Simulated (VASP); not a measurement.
# Mg2CdN2 (P-3m1) in VASP: a series of runs

The runs below take Mg2CdN2 through single point, with PBE.

All numbers are computed with VASP 6.6.1; they aren't measurements. Logs are shortened: lines on timing, memory, paths and dates and some standing lists are left out, and cuts for length are marked.

## 1. The cell of the first run

Symmetry: P-3m1, No. 164, trigonal system. The conventional cell has a = 3.553 Å, b = 3.553 Å, c = 5.864 Å, α = 90.00°, β = 90.00°, γ = 120.00°. Within 2.9 Å of Mg (site symmetry 3m) lie 4 N at 2.10 to 2.24 Å and 3 Mg at 2.73 Å and 3 Cd at 2.89 Å. Cd (site symmetry -3m) has 6 N at 2.60 Å and 6 Mg at 2.89 Å within 3.4 Å. Within 2.8 Å of N (site symmetry 3m) lie 4 Mg at 2.10 to 2.24 Å and 3 Cd at 2.60 Å.

## 2. Single point, PBE (strain -0.0200 x Voigt [0, 0, 1, 0, 0, 0])

INCAR reads:

```
ALGO = Normal
EDIFF = 1E-6
ENCUT = 520
GGA = PE
ISIF = 2
ISMEAR = 0
LASPH = T
LCHARG = T
LELF = T
LREAL = F
LVHAR = T
LWAVE = F
NBANDS = 21
NELM = 60
PREC = Accurate
SIGMA = 0.03
```

KPOINTS reads:

```
k-points
0
Gamma
  12 12 6
```

POSCAR reads:

```
Mg2CdN2
1.0
    3.5528825911      0.0000000000      0.0000000000
   -1.7764412955      3.0768865806      0.0000000000
    0.0000000000      0.0000000000      5.8641543863
Mg Cd N
2 1 2
Direct
    0.6666666667      0.3333333333      0.1534420000
    0.3333333333      0.6666666667      0.8465580000
    0.0000000000      0.0000000000      0.5000000000
    0.6666666667      0.3333333333      0.7722310000
    0.3333333333      0.6666666667      0.2277690000
```

Potentials or basis: VASP PAW PBE potentials, release 64 (Mg, Cd, N).

The run is started by

```
cat potpaw_PBE.64/Mg/POTCAR potpaw_PBE.64/Cd/POTCAR potpaw_PBE.64/N/POTCAR > POTCAR
mpirun -np 1 vasp_std > vasp.out
```

OUTCAR:

```text
EDIFF = 1E-6
   ENCUT = 520
   GGA = PE
   ISIF = 2
   ISMEAR = 0
   LASPH = T
   LREAL = F
   NELM = 60
   PREC = Accurate

 ion  position               nearest neighbor table
   1  0.667  0.333  0.153-   5 2.10   5 2.10   5 2.10   4 2.24   2 2.73   2 2.73   2 2.73   3 2.89
                             3 2.89   3 2.89
   2  0.333  0.667  0.847-   4 2.10   4 2.10   4 2.10   5 2.24   1 2.73   1 2.73   1 2.73   3 2.89
                             3 2.89   3 2.89
   3  0.000  0.000  0.500-   4 2.60   5 2.60   4 2.60   5 2.60   4 2.60   5 2.60   1 2.89   2 2.89
                             2 2.89   1 2.89   1 2.89   2 2.89
   4  0.667  0.333  0.772-   2 2.10   2 2.10   2 2.10   1 2.24   3 2.60   3 2.60   3 2.60
   5  0.333  0.667  0.228-   1 2.10   1 2.10   1 2.10   2 2.24   3 2.60   3 2.60   3 2.60

  LATTYP: Found a hexagonal cell.
 ALAT       =     3.5528825911
 C/A-ratio  =     1.6505342453

  Lattice vectors:

 A1 = (   3.5528825911,   0.0000000000,   0.0000000000)
 A2 = (  -1.7764412955,   3.0768865806,   0.0000000000)
 A3 = (   0.0000000000,   0.0000000000,   5.8641543863)

Analysis of symmetry for initial positions (statically):
=====================================================================
 Subroutine PRICEL returns:
 Original cell was already a primitive cell.

 Routine SETGRP: Setting up the symmetry group for a
 hexagonal supercell.

 Subroutine GETGRP returns: Found 12 space group operations
 (whereof 12 operations were pure point group operations)
 out of a pool of 24 trial point group operations.

The static configuration has the point symmetry D_3d.

Analysis of symmetry for dynamics (positions and initial velocities):
=====================================================================
 Subroutine PRICEL returns:
 Original cell was already a primitive cell.

 Routine SETGRP: Setting up the symmetry group for a
 hexagonal supercell.

 Subroutine GETGRP returns: Found 12 space group operations
 (whereof 12 operations were pure point group operations)
 out of a pool of 24 trial point group operations.

The dynamic configuration has the point symmetry D_3d.

 Subroutine INISYM returns: Found 12 space group operations
 (whereof 12 operations are pure point group operations),
 and found     1 'primitive' translations

----------------------------------------------------------------------------------------

                                     Primitive cell

  volume of cell :      64.1059

  direct lattice vectors                    reciprocal lattice vectors
     3.552882591  0.000000000  0.000000000     0.281461595  0.162501927  0.000000000
    -1.776441295  3.076886581  0.000000000     0.000000000  0.325003855  0.000000000
     0.000000000  0.000000000  5.864154386     0.000000000  0.000000000  0.170527570

  length of vectors
     3.552882591  3.552882591  5.864154386     0.325003855  0.325003855  0.170527570

  position of ions in fractional coordinates (direct lattice)
     0.666666667  0.333333333  0.153442000
     0.333333333  0.666666667  0.846558000
     0.000000000  0.000000000  0.500000000
     0.666666667  0.333333333  0.772231000
     0.333333333  0.666666667  0.227769000

  ion indices of the primitive-cell ions
   primitive index   ion index
                 1           1
                 2           2
                 3           3
                 4           4
                 5           5

----------------------------------------------------------------------------------------

 KPOINTS: k-points

Automatic generation of k-mesh.
 Grid dimensions read from file:
 generate k-points for:   12   12    6

 Generating k-lattice:

  Cartesian coordinates                     Fractional coordinates (reciprocal lattice)
     0.023455133  0.013541827  0.000000000     0.083333333  0.000000000  0.000000000
     0.000000000  0.027083655  0.000000000     0.000000000  0.083333333  0.000000000
     0.000000000  0.000000000  0.028421262     0.000000000  0.000000000  0.166666667

  Length of vectors
     0.027083655  0.027083655  0.028421262

  Shift w.r.t. Gamma in fractional coordinates (k-lattice)
     0.000000000  0.000000000  0.000000000

 Subroutine IBZKPT returns following result:
 ===========================================

 Found    100 irreducible k-points:

 Following reciprocal coordinates:
            Coordinates               Weight
  0.000000  0.000000  0.000000      1.000000
  0.083333 -0.000000  0.000000      6.000000
  0.166667  0.000000  0.000000      6.000000
  0.250000  0.000000  0.000000      6.000000
  0.333333 -0.000000  0.000000      6.000000
  0.416667  0.000000  0.000000      6.000000
[... 16 lines left out ...]
  0.166667  0.000000  0.166667      6.000000
  0.000000  0.166667  0.166667      6.000000
 [... further k-points ...]
   k-points           NKPTS =    100   k-points in BZ     NKDIM =    100   number of bands    NBANDS=     21
   number of dos      NEDOS =    301   number of ions     NIONS =      5
   total plane-waves  NPLWV =  37632
   dimension x,y,z NGX =    28 NGY =   28 NGZ =   48
   dimension x,y,z NGXF=    56 NGYF=   56 NGZF=   96
   ions per type =               2   1   2
   NGX,Y,Z   is equivalent  to a cutoff of  13.10, 13.10, 13.61 a.u.
   NGXF,Y,Z  is equivalent  to a cutoff of  26.20, 26.20, 27.22 a.u.
 SYSTEM =  unknown system
   PREC   = accura    normal or accurate (medium, high low for compatibility)
   ISTART =      0    job   : 0-new  1-cont  2-samecut
   ICHARG =      2    charge: 1-file 2-atom 10-const
   ISPIN  =      1    spin polarized calculation?
   LNONCOLLINEAR =      F non collinear calculations
   LSORBIT =      F    spin-orbit coupling
   LASPH  =      T    aspherical Exc in radial PAW
   ENCUT  =  520.0 eV  38.22 Ry    6.18 a.u.   6.61  6.61 10.90*2*pi/ulx,y,z
   NELM   =     60;   NELMIN=  2; NELMDL= -5     # of ELM steps
   EDIFF  = 0.1E-05   stopping-criterion for ELM
   LREAL  =      F    real-space projection
   EDIFFG = 0.1E-04   stopping-criterion for IOM
   NSW    =      0    number of steps for IOM
   IBRION =     -1    ionic relax: 0-MD 1-quasi-New 2-CG
   NFREE  =      0    steps in history (QN), initial steepest desc. (CG)
   ISIF   =      2    stress and relaxation
   ISYM   =      2    0-nonsym 1-usesym 2-fastsym
   POTIM  = 0.5000    time-step for ionic-motion
   TEBEG  =    0.0;   TEEND  =   0.0 temperature during run
   PSTRESS=    0.0 pullay stress
   NELECT =      26.0000    total number of electrons
   NUPDOWN=      -1.0000    fix difference up-down
   EMIN   =  10.00;   EMAX   =-10.00  energy-range for DOS
   EFERMI =   0.00;   METHOD = LEGACY
   ISMEAR =     0;   SIGMA  =   0.03  broadening in eV -4-tet -1-fermi 0-gaus
   EFERMI_NEDOS =   21; number of points for ismear=-14 and -15
   IALGO  =     38    algorithm
   IMIX   =      4    mixing-type and parameters
     AMIX     =   0.40;   BMIX     =  1.00
     AMIX_MAG =   1.60;   BMIX_MAG =  1.00
  volume/ion in A,a.u.               =      12.82        86.52
  Fermi-wavevector in a.u.,A,eV,Ry     =   1.211807  2.289983 19.979823  1.468476
  Thomas-Fermi vector in A             =   2.347311
   LORBIT       =      0    0 simple, 1 ext, 2 COOP (PROOUT), +10 PAW based schemes
   GGA     = PE    functional components
   LHFCALC =     F    Hartree Fock is set to
   AEXX    =    0.0000 exact exchange contribution
   IVDW    =     0    specifies the selected vdW correction
   LEPSILON=     F    determine dielectric tensor
   LRPA    =     F    only Hartree local field effects (RPA)
 non-spin polarized calculation
 Gauss-broadening in eV      SIGMA  =   0.03
  energy-cutoff  :      520.00
  volume of cell :       64.11
 maximum number of plane-waves:      1762
 NGX is ok and might be reduce to    28
   NGX = 13   NGY = 13   NGZ = 21

 number of electron      26.0000003 magnetization

 Free energy of the ion-electron system (eV)
  ---------------------------------------------------
  ext. energy  EPLUGINS =         0.00000000
  ---------------------------------------------------
  free energy    TOTEN  =       -21.62170818 eV

  energy without entropy =      -21.62170818  energy(sigma->0) =      -21.62170818

 E-fermi :   3.0984     XC(G=0): -10.7227

 val. band max:        2.9750326668   @ k =   0.1667   0.0833   0.0000
 cond. band min:       3.3862067204   @ k =   0.0000   0.0000   0.0000
 fundamental gap:      0.4111740537
 Fermi energy:         3.0984499529

 k-point     1 :       0.0000    0.0000    0.0000
  band No.  band energies     occupation
      1     -10.3785      2.00000
      2      -9.2685      2.00000
      3      -4.8031      2.00000
      4      -4.6548      2.00000
      5      -4.6548      2.00000
      6      -4.4840      2.00000
[... 13 lines left out ...]
     20      14.8487      0.00000
     21      14.8487      0.00000

 k-point     2 :       0.0833   -0.0000    0.0000
  band No.  band energies     occupation
      1     -10.3240      2.00000
      2      -9.2559      2.00000
      3      -4.7795      2.00000
      4      -4.6597      2.00000
      5      -4.6290      2.00000
      6      -4.4924      2.00000
[... 13 lines left out ...]
     20      14.3299      0.00000
     21      14.5618      0.00000

 k-point     3 :       0.1667    0.0000    0.0000
  band No.  band energies     occupation
      1     -10.1683      2.00000
      2      -9.2228      2.00000
      3      -4.7449      2.00000
      4      -4.6567      2.00000
      5      -4.5574      2.00000
      6      -4.5151      2.00000
[... 13 lines left out ...]
     20      13.3697      0.00000
     21      13.7196      0.00000
[... 457 lines left out ...]
 k-point    23 :       0.1667    0.0000    0.1667
  band No.  band energies     occupation
      1     -10.1220      2.00000
      2      -9.2833      2.00000
      3      -4.7510      2.00000
      4      -4.6498      2.00000
      5      -4.5574      2.00000
      6      -4.5163      2.00000
[... 13 lines left out ...]
     20      13.2356      0.00000
     21      13.5790      0.00000

 k-point    24 :       0.0000    0.1667    0.1667
  band No.  band energies     occupation
      1     -10.1142      2.00000
      2      -9.2966      2.00000
      3      -4.7307      2.00000
      4      -4.6616      2.00000
      5      -4.5570      2.00000
      6      -4.5151      2.00000
[... 13 lines left out ...]
     20      13.4955      0.00000
     21      13.7402      0.00000

 [... further k-points ...]

------------------------ aborting loop because EDIFF is reached ----------------------------------------

  FORCE on cell =-STRESS in cart. coord.  units (eV):
  Direction    XX          YY          ZZ          XY          YZ          ZX
  --------------------------------------------------------------------------------------
  -------------------------------------------------------------------------------------
  Total        0.4322446      0.4322446      1.1940648      0.0000000      0.0000000      0.0000000
  in kB       10.8029502     10.8029502     29.8428803      0.0000000      0.0000000      0.0000000
  external PRESSURE =      17.1495936 kB  Pullay stress =       0.0000000 kB

 VOLUME and BASIS-vectors are now :
 -----------------------------------------------------------------------------
  energy-cutoff  :      520.00
  volume of cell :       64.11
      direct lattice vectors                 reciprocal lattice vectors
     3.552882591  0.000000000  0.000000000     0.281461595  0.162501927  0.000000000
    -1.776441295  3.076886581  0.000000000     0.000000000  0.325003855  0.000000000
     0.000000000  0.000000000  5.864154386     0.000000000  0.000000000  0.170527570

 POSITION                                       TOTAL-FORCE (eV/Angst)
 -----------------------------------------------------------------------------------
      1.77644      1.02563      0.89981        -0.000000      0.000000      0.026606
     -0.00000      2.05126      4.96435         0.000000      0.000000     -0.026606
      0.00000      0.00000      2.93208         0.000000      0.000000      0.000000
      1.77644      1.02563      4.52848         0.000000     -0.000000     -0.049533
     -0.00000      2.05126      1.33567         0.000000     -0.000000      0.049533
 -----------------------------------------------------------------------------------
    total drift:                                0.000000     -0.000000      0.000000

  FREE ENERGIE OF THE ION-ELECTRON SYSTEM (eV)
  ---------------------------------------------------
  free  energy   TOTEN  =       -21.6217081757 eV

  energy  without entropy=      -21.6217081757  energy(sigma->0) =      -21.62170818
```

Run time: 3.1 min. Hardware: 1 thread of Intel Xeon 8259CL, shared host; peak memory 0.29 GiB.

Results:

```
Free energy            : -21.6217 eV
Pressure               : 1.7 GPa
Largest force          : 0.050 eV/Å
Band gap on the k mesh : 0.41 eV (least direct gap 0.80 eV)
```

Forces on the atoms (eV/Å):
```
Mg   0.000  0.000  0.027
Mg   0.000  0.000 -0.027
Cd   0.000  0.000  0.000
N    0.000  0.000 -0.050
N    0.000  0.000  0.050
```

Stress tensor (GPa, compression positive):
```
1.08 0.00 0.00
0.00 1.08 0.00
0.00 0.00 2.98
```

Caveat: the cell differs from its parent crystal (strain -0.0200 x Voigt [0, 0, 1, 0, 0, 0]).

## 3. Single point, PBE (strain -0.0100 x Voigt [0, 0, 1, 0, 0, 0])

INCAR reads:

```
SYSTEM = Mg2CdN2
PREC = Accurate
ENCUT = 520
EDIFF = 1E-6
ISMEAR = 0
SIGMA = 0.03
LREAL = .FALSE.
LASPH = .TRUE.
NELM = 80
ALGO = Normal
ISIF = 2
LWAVE = .FALSE.
LCHARG = .FALSE.
GGA = PE
NBANDS = 21
```

KPOINTS reads:

```
regular mesh
0
G
  12 12 6
  0 0 0
```

Edit POSCAR of step 2 so:

```diff
@@ -4,3 +4,3 @@
    -1.7764412955      3.0768865806      0.0000000000
-    0.0000000000      0.0000000000      5.8641543863
+    0.0000000000      0.0000000000      5.9239926963
 Mg Cd N
```

Potentials or basis: VASP PAW PBE potentials, release 64 (Mg, Cd, N).

The run is started by

```
cat potpaw_PBE.64/Mg/POTCAR potpaw_PBE.64/Cd/POTCAR potpaw_PBE.64/N/POTCAR > POTCAR
mpirun -np 1 vasp_std > vasp.out
```

OUTCAR:

```text
SYSTEM = Mg2CdN2
   PREC = Accurate
   ENCUT = 520
   EDIFF = 1E-6
   ISMEAR = 0
   LREAL = .FALSE.
   LASPH = .TRUE.
   NELM = 80
   ISIF = 2
   GGA = PE

 ion  position               nearest neighbor table
   1  0.667  0.333  0.153-   5 2.10   5 2.10   5 2.10   4 2.26   2 2.74   2 2.74   2 2.74   3 2.90
                             3 2.90   3 2.90
   2  0.333  0.667  0.847-   4 2.10   4 2.10   4 2.10   5 2.26   1 2.74   1 2.74   1 2.74   3 2.90
                             3 2.90   3 2.90
   3  0.000  0.000  0.500-   4 2.61   5 2.61   4 2.61   5 2.61   4 2.61   5 2.61   1 2.90   2 2.90
                             2 2.90   1 2.90   1 2.90   2 2.90
[... 784 lines left out ...]
  -------------------------------------------------------------------------------------
  Total        0.1465042      0.1465042      0.5298444      0.0000000     -0.0000000      0.0000000
  in kB        3.6245484      3.6245484     13.1084724      0.0000000     -0.0000000      0.0000000
  external PRESSURE =       6.7858564 kB  Pullay stress =       0.0000000 kB

 VOLUME and BASIS-vectors are now :
 -----------------------------------------------------------------------------
  energy-cutoff  :      520.00
  volume of cell :       64.76
      direct lattice vectors                 reciprocal lattice vectors
     3.552882591  0.000000000  0.000000000     0.281461595  0.162501927  0.000000000
    -1.776441295  3.076886581  0.000000000     0.000000000  0.325003855  0.000000000
     0.000000000  0.000000000  5.923992696     0.000000000  0.000000000  0.168805070

 POSITION                                       TOTAL-FORCE (eV/Angst)
 -----------------------------------------------------------------------------------
      1.77644      1.02563      0.90899         0.000000      0.000000      0.022879
     -0.00000      2.05126      5.01500         0.000000     -0.000000     -0.022879
      0.00000      0.00000      2.96200        -0.000000      0.000000      0.000000
      1.77644      1.02563      4.57469        -0.000000      0.000000     -0.018960
     -0.00000      2.05126      1.34930        -0.000000      0.000000      0.018960
 -----------------------------------------------------------------------------------
    total drift:                                0.000000     -0.000000      0.000000

  FREE ENERGIE OF THE ION-ELECTRON SYSTEM (eV)
  ---------------------------------------------------
  free  energy   TOTEN  =       -21.6307742009 eV

  energy  without entropy=      -21.6307742009  energy(sigma->0) =      -21.63077420
```

Run time: 3.2 min. Hardware: 1 thread of Intel Xeon 8259CL, shared host; peak memory 0.29 GiB.

What came out:

| Property | Result |
| --- | --- |
| Free energy | -21.6308 eV |
| Pressure | 0.7 GPa |
| Largest force | 0.023 eV/Å |
| Band gap on the k mesh | 0.36 eV (least direct gap 0.76 eV) |

Forces on the atoms (eV/Å):
```
Mg   0.000  0.000  0.023
Mg   0.000  0.000 -0.023
Cd   0.000  0.000  0.000
N    0.000  0.000 -0.019
N    0.000  0.000  0.019
```

Levels at points of the mesh, in eV from the valence-band top:
```tsv
k point	band 11	band 12	band 13	band 14	band 15	band 16
(0.00, 0.00, 0.00)	-0.40	-0.40	-0.40	0.36	4.19	6.98
(0.50, 0.00, 0.00)	-1.54	-0.98	-0.22	3.57	4.05	5.01
(0.00, 0.00, 0.50)	-0.66	-0.13	-0.13	2.96	3.00	7.72
(0.50, 0.00, 0.50)	-1.02	-0.85	-0.59	2.91	3.09	6.61
```

Caveat: the cell differs from its parent crystal (strain -0.0100 x Voigt [0, 0, 1, 0, 0, 0]). A k mesh can miss the band edges.
